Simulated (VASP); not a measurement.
# H22CO11 in VASP: further runs

Runs on H22CO11. Level: LDA. Tasks: single point.

Everything below comes from runs of VASP 6.6.1. Logs are shortened: lines on timing, memory, paths and dates and some standing lists are left out, and cuts for length are marked.

## 1. The cell of the first run

The cell holds a disordered packing, 34 atoms: a = 6.610 Å, b = 6.610 Å, c = 6.610 Å, α = 90.00°, β = 90.00°, γ = 90.00°.

## 2. Single point, LDA

The input, INCAR:

```
ALGO = Normal
EDIFF = 1E-7
ENCUT = 520
ISIF = 2
ISMEAR = -1
LASPH = True
LCHARG = True
LELF = True
LREAL = Auto
LVHAR = True
LWAVE = False
NBANDS = 69
NELM = 100
PREC = Accurate
SIGMA = 0.05
```

The input, KPOINTS:

```
k-points
0
Gamma
  1 1 1
```

The input, POSCAR:

```
H22CO11
1.0
    6.6099640000      0.0000000000      0.0000000000
    0.0000000000      6.6099640000      0.0000000000
    0.0000000000      0.0000000000      6.6099640000
O H C
11 22 1
Direct
    0.5064777962      0.7127724145      0.5617428476
    0.2081554453      0.1574289966     -0.1059763714
    1.0236515660      0.4142836481      0.1468843098
    0.8514115962      0.5524689696      0.5073855168
    0.8592331214      0.2295020064      0.6975227097
    0.3837237238      0.2768245031      0.4343745291
    0.5910319633      0.9759811097      0.2790938044
    0.0162481974      0.0837977332      0.3667644786
    0.5168560676      0.3833303782      0.7704580539
    0.2245700582      0.7358739019      0.2919834359
    0.9057537984      0.8628186175      1.0452250572
    0.5105474099      0.5989291318      0.6691715719
    0.3826949738      0.6852836112      0.4688225231
    0.3404103260      0.2319982378     -0.1306512411
    0.2079436439      0.0665359146      0.0126021866
    1.1003539505      0.3722259304      0.0231317447
    1.0301871538      0.3015598875      0.2379589359
    0.8802317229      0.5221057180      0.3621048466
    0.7026664593      0.5897157685      0.5157062883
    0.8862226784      0.3659777875      0.6219095898
    0.9837269916      0.2004700782      0.7873265270
    0.4842083860      0.1810146016      0.3705920335
    0.2440709208      0.2240254259      0.4075967736
    0.5870077356      0.8925767221      0.4023925092
    0.7393837546      0.9918057042      0.2673085663
   -0.0524208604      0.1100308564      0.5022266385
    0.0762787815     -0.0498943716      0.3478838917
    0.6616828775      0.3334360066      0.7723491384
    0.4487467708      0.3208035626      0.6281426041
    0.1433593284      0.6163271086      0.2328454436
    0.3299564113      0.7657832932      0.1862339946
    0.7289147112      0.9258900654      0.7970391367
    0.7641493963      0.6435587244      0.8839685057
    0.7930451664      0.8110180328      0.9082954158
```

Potentials or basis: VASP PAW LDA potentials, release 64 (O, H, C).

On the command line:

```bash
$ cat potpaw_LDA.64/O/POTCAR potpaw_LDA.64/H/POTCAR potpaw_LDA.64/C/POTCAR > POTCAR
$ mpirun -np 1 vasp_gam > vasp.out
```

OUTCAR:

```text
EDIFF = 1E-7
   ENCUT = 520
   ISIF = 2
   ISMEAR = -1
   LASPH = True
   LREAL = Auto
   NELM = 100
   PREC = Accurate

 ion  position               nearest neighbor table
   1  0.506  0.713  0.562-  12 1.03  13 1.04
   2  0.208  0.157  0.894-  15 0.99  14 1.02
   3  0.024  0.414  0.147-  17 0.96  16 1.00
   4  0.851  0.552  0.507-  18 1.00  19 1.02
   5  0.859  0.230  0.698-  21 1.03  20 1.05
   6  0.384  0.277  0.434-  23 1.00  22 1.01  29 1.38
   7  0.591  0.976  0.279-  24 0.98  25 0.99
   8  0.016  0.084  0.367-  27 0.98  26 1.02
   9  0.517  0.383  0.770-  28 1.01  29 1.12
  10  0.225  0.736  0.292-  31 1.01  30 1.03
  11  0.906  0.863  0.045-  34 1.22
  12  0.511  0.599  0.669-   1 1.03
  13  0.383  0.685  0.469-   1 1.04
  14  0.340  0.232  0.869-   2 1.02
  15  0.208  0.067  0.013-   2 0.99
  16  0.100  0.372  0.023-   3 1.00
[... 10 lines left out ...]
  27  0.076  0.950  0.348-   8 0.98
  28  0.662  0.333  0.772-   9 1.01
  29  0.449  0.321  0.628-   9 1.12   6 1.38
  30  0.143  0.616  0.233-  10 1.03
  31  0.330  0.766  0.186-  10 1.01
  32  0.729  0.926  0.797-  34 1.14
  33  0.764  0.644  0.884-  34 1.13
  34  0.793  0.811  0.908-  33 1.13  32 1.14  11 1.22

  LATTYP: Found a simple cubic cell.
 ALAT       =     6.6099640000

  Lattice vectors:

 A1 = (   6.6099640000,   0.0000000000,   0.0000000000)
 A2 = (   0.0000000000,   6.6099640000,   0.0000000000)
 A3 = (   0.0000000000,   0.0000000000,   6.6099640000)

Analysis of symmetry for initial positions (statically):
=====================================================================
 Subroutine PRICEL returns:
 Original cell was already a primitive cell.

 Routine SETGRP: Setting up the symmetry group for a
 simple cubic supercell.

 Subroutine GETGRP returns: Found  1 space group operations
 (whereof  1 operations were pure point group operations)
 out of a pool of 48 trial point group operations.

The static configuration has the point symmetry C_1 .

Analysis of symmetry for dynamics (positions and initial velocities):
=====================================================================
 Subroutine PRICEL returns:
 Original cell was already a primitive cell.

 Routine SETGRP: Setting up the symmetry group for a
 simple cubic supercell.

 Subroutine GETGRP returns: Found  1 space group operations
 (whereof  1 operations were pure point group operations)
 out of a pool of 48 trial point group operations.

The dynamic configuration has the point symmetry C_1 .

 Subroutine INISYM returns: Found  1 space group operations
 (whereof  1 operations are pure point group operations),
 and found     1 'primitive' translations

----------------------------------------------------------------------------------------

                                     Primitive cell

  volume of cell :     288.8001

  direct lattice vectors                    reciprocal lattice vectors
     6.609964000  0.000000000  0.000000000     0.151286754  0.000000000  0.000000000
     0.000000000  6.609964000  0.000000000     0.000000000  0.151286754  0.000000000
     0.000000000  0.000000000  6.609964000     0.000000000  0.000000000  0.151286754

  length of vectors
     6.609964000  6.609964000  6.609964000     0.151286754  0.151286754  0.151286754

  position of ions in fractional coordinates (direct lattice)
     0.506477796  0.712772415  0.561742848
     0.208155445  0.157428997  0.894023629
     0.023651566  0.414283648  0.146884310
     0.851411596  0.552468970  0.507385517
     0.859233121  0.229502006  0.697522710
     0.383723724  0.276824503  0.434374529
[... 26 lines left out ...]
     0.764149396  0.643558724  0.883968506
     0.793045166  0.811018033  0.908295416

  ion indices of the primitive-cell ions
   primitive index   ion index
                 1           1
                 2           2
                 3           3
                 4           4
                 5           5
                 6           6
[... 26 lines left out ...]
                33          33
                34          34

----------------------------------------------------------------------------------------

 KPOINTS: k-points

Automatic generation of k-mesh.
 Grid dimensions read from file:
 generate k-points for:    1    1    1

 Generating k-lattice:

  Cartesian coordinates                     Fractional coordinates (reciprocal lattice)
     0.151286754  0.000000000  0.000000000     1.000000000  0.000000000  0.000000000
     0.000000000  0.151286754  0.000000000     0.000000000  1.000000000  0.000000000
     0.000000000  0.000000000  0.151286754     0.000000000  0.000000000  1.000000000

  Length of vectors
     0.151286754  0.151286754  0.151286754

  Shift w.r.t. Gamma in fractional coordinates (k-lattice)
     0.000000000  0.000000000  0.000000000

 Subroutine IBZKPT returns following result:
 ===========================================

 Found      1 irreducible k-points:

 Following reciprocal coordinates:
            Coordinates               Weight
  0.000000  0.000000  0.000000      1.000000
   k-points           NKPTS =      1   k-points in BZ     NKDIM =      1   number of bands    NBANDS=     69
   number of dos      NEDOS =    301   number of ions     NIONS =     34
   total plane-waves  NPLWV = 125000
   dimension x,y,z NGX =    50 NGY =   50 NGZ =   50
   dimension x,y,z NGXF=   100 NGYF=  100 NGZF=  100
   ions per type =              11  22   1
   NGX,Y,Z   is equivalent  to a cutoff of  12.58, 12.58, 12.58 a.u.
   NGXF,Y,Z  is equivalent  to a cutoff of  25.15, 25.15, 25.15 a.u.
 SYSTEM =  unknown system
   PREC   = accura    normal or accurate (medium, high low for compatibility)
   ISTART =      0    job   : 0-new  1-cont  2-samecut
   ICHARG =      2    charge: 1-file 2-atom 10-const
   ISPIN  =      1    spin polarized calculation?
   LNONCOLLINEAR =      F non collinear calculations
   LSORBIT =      F    spin-orbit coupling
   LASPH  =      T    aspherical Exc in radial PAW
   ENCUT  =  520.0 eV  38.22 Ry    6.18 a.u.  12.29 12.29 12.29*2*pi/ulx,y,z
   NELM   =    100;   NELMIN=  2; NELMDL= -5     # of ELM steps
   EDIFF  = 0.1E-06   stopping-criterion for ELM
   LREAL  =      T    real-space projection
   EDIFFG = 0.1E-05   stopping-criterion for IOM
   NSW    =      0    number of steps for IOM
   IBRION =     -1    ionic relax: 0-MD 1-quasi-New 2-CG
   NFREE  =      0    steps in history (QN), initial steepest desc. (CG)
   ISIF   =      2    stress and relaxation
   ISYM   =      2    0-nonsym 1-usesym 2-fastsym
   POTIM  = 0.5000    time-step for ionic-motion
   TEBEG  =    0.0;   TEEND  =   0.0 temperature during run
   PSTRESS=    0.0 pullay stress
   NELECT =      92.0000    total number of electrons
   NUPDOWN=      -1.0000    fix difference up-down
   EMIN   =  10.00;   EMAX   =-10.00  energy-range for DOS
   EFERMI =   0.00;   METHOD = LEGACY
   ISMEAR =    -1;   SIGMA  =   0.05  broadening in eV -4-tet -1-fermi 0-gaus
   EFERMI_NEDOS =   21; number of points for ismear=-14 and -15
   IALGO  =     38    algorithm
   IMIX   =      4    mixing-type and parameters
     AMIX     =   0.40;   BMIX     =  1.00
     AMIX_MAG =   1.60;   BMIX_MAG =  1.00
  volume/ion in A,a.u.               =       8.49        57.32
  Fermi-wavevector in a.u.,A,eV,Ry     =   1.118077  2.112859 17.008588  1.250096
  Thomas-Fermi vector in A             =   2.254705
   LORBIT       =      0    0 simple, 1 ext, 2 COOP (PROOUT), +10 PAW based schemes
   GGA     = CA    functional components
   LHFCALC =     F    Hartree Fock is set to
   AEXX    =    0.0000 exact exchange contribution
   IVDW    =     0    specifies the selected vdW correction
   LEPSILON=     F    determine dielectric tensor
   LRPA    =     F    only Hartree local field effects (RPA)
 non-spin polarized calculation
  energy-cutoff  :      520.00
  volume of cell :      288.80
 maximum number of plane-waves:      3905
 NGX is ok and might be reduce to    50
   NGX = 25   NGY = 25   NGZ = 25

 number of electron      92.0000015 magnetization

 Free energy of the ion-electron system (eV)
  ---------------------------------------------------
  ext. energy  EPLUGINS =         0.00000000
  ---------------------------------------------------
  free energy    TOTEN  =      -179.70027718 eV

  energy without entropy =     -179.70027718  energy(sigma->0) =     -179.70027718

 E-fermi :  -0.9823     XC(G=0):  -8.1187

 val. band max:       -2.2225221318   @ k =   0.0000   0.0000   0.0000
 cond. band min:       1.0291773503   @ k =   0.0000   0.0000   0.0000
 fundamental gap:      3.2516994821
 Fermi energy:        -0.9822555950

 k-point     1 :       0.0000    0.0000    0.0000
  band No.  band energies     occupation
      1     -22.5620      2.00000
      2     -22.0941      2.00000
      3     -21.5369      2.00000
      4     -21.4455      2.00000
      5     -21.3327      2.00000
      6     -21.2015      2.00000
[... 50 lines left out ...]
     57       7.0625      0.00000
     58       7.1284      0.00000
 [bands above 58 left out]

------------------------ aborting loop because EDIFF is reached ----------------------------------------

  FORCE on cell =-STRESS in cart. coord.  units (eV):
  Direction    XX          YY          ZZ          XY          YZ          ZX
  --------------------------------------------------------------------------------------
  -------------------------------------------------------------------------------------
  Total       -1.8329600     -0.2612837     -1.4542736     -2.0059852     -1.3475915     -2.0634043
  in kB      -10.1687199     -1.4495249     -8.0678797    -11.1286128     -7.4760391    -11.4471569
  external PRESSURE =      -6.5620415 kB  Pullay stress =       0.0000000 kB

 VOLUME and BASIS-vectors are now :
 -----------------------------------------------------------------------------
  energy-cutoff  :      520.00
  volume of cell :      288.80
      direct lattice vectors                 reciprocal lattice vectors
     6.609964000  0.000000000  0.000000000     0.151286754  0.000000000  0.000000000
     0.000000000  6.609964000  0.000000000     0.000000000  0.151286754  0.000000000
     0.000000000  0.000000000  6.609964000     0.000000000  0.000000000  0.151286754

 POSITION                                       TOTAL-FORCE (eV/Angst)
 -----------------------------------------------------------------------------------
      3.34780      4.71140      3.71310        -0.503561     -0.430588     -0.099056
      1.37590      1.04060      5.90946        -0.378459      0.124076      0.226227
      0.15634      2.73840      0.97090         0.085791      2.381876     -0.998557
      5.62780      3.65180      3.35380         0.588499     -0.406660     -0.740341
      5.67950      1.51700      4.61060         1.551474     -0.465406      0.424804
      2.53640      1.82980      2.87120        -0.206509      0.285019      0.049852
[... 26 lines left out ...]
      5.05100      4.25390      5.84300        -0.212279      0.489592      0.068933
      5.24200      5.36080      6.00380         0.595338     -0.085143     -0.123008
 -----------------------------------------------------------------------------------
    total drift:                                0.001777     -0.009082      0.005830

  FREE ENERGIE OF THE ION-ELECTRON SYSTEM (eV)
  ---------------------------------------------------
  free  energy   TOTEN  =      -179.7002771766 eV

  energy  without entropy=     -179.7002771766  energy(sigma->0) =     -179.70027718
```

Wall time 98 s (1 thread of Intel Xeon 8259CL, shared host); peak memory 0.26 GiB.

Results:

| Item | Value |
| --- | --- |
| Free energy | -179.7003 eV |
| Pressure | -0.7 GPa |
| Largest force | 2.584 eV/Å |
| Band gap on the k mesh | 3.25 eV |

Forces on the atoms (eV/Å):
```
O   -0.504 -0.431 -0.099
O   -0.378  0.124  0.226
O    0.086  2.382 -0.999
O    0.588 -0.407 -0.740
O    1.551 -0.465  0.425
O   -0.207  0.285  0.050
O    0.280  0.558 -0.060
O   -0.429  1.399  0.241
O   -1.190 -0.194 -0.516
O    0.508 -0.182 -1.042
O   -0.289 -0.088 -0.679
H   -0.471  0.098  0.009
H    0.553  0.246  0.487
H    0.366 -0.056  0.136
H    0.131  0.302 -0.450
H   -0.244 -0.341  0.378
H   -0.026 -1.923  0.773
H   -0.096  0.286  0.337
H   -0.011  0.520 -0.302
H   -0.294  0.087 -0.042
H   -0.612  0.106 -0.476
H   -0.145 -0.466 -0.204
H    0.297 -0.330  0.220
H   -0.588 -0.673  0.784
H    0.219  0.337 -0.597
H    0.132 -0.196  0.114
H    0.426 -1.140  0.018
H   -0.310 -0.489  0.051
H    0.657  0.544  0.589
H    0.144  0.224  0.178
H   -0.567 -0.048  0.833
H    0.038 -0.472  0.411
H   -0.212  0.490  0.069
C    0.595 -0.085 -0.123
```

Stress tensor (GPa, compression positive):
```
-1.02 -1.11 -1.14
-1.11 -0.14 -0.75
-1.14 -0.75 -0.81
```

Levels at points of the mesh, in eV from the valence-band top:
| k point | band 43 | band 44 | band 45 | band 46 | band 47 | band 48 | band 49 | band 50 |
| --- | --- | --- | --- | --- | --- | --- | --- | --- |
| (0.00, 0.00, 0.00) | -1.19 | -1.06 | -0.91 | 0.00 | 3.25 | 4.12 | 6.85 | 7.24 |

Caveat: the k points lie up to 0.95 Å⁻¹ apart, too coarse for converged energies, forces and pressures.

(Continued in part 2 of 3.)
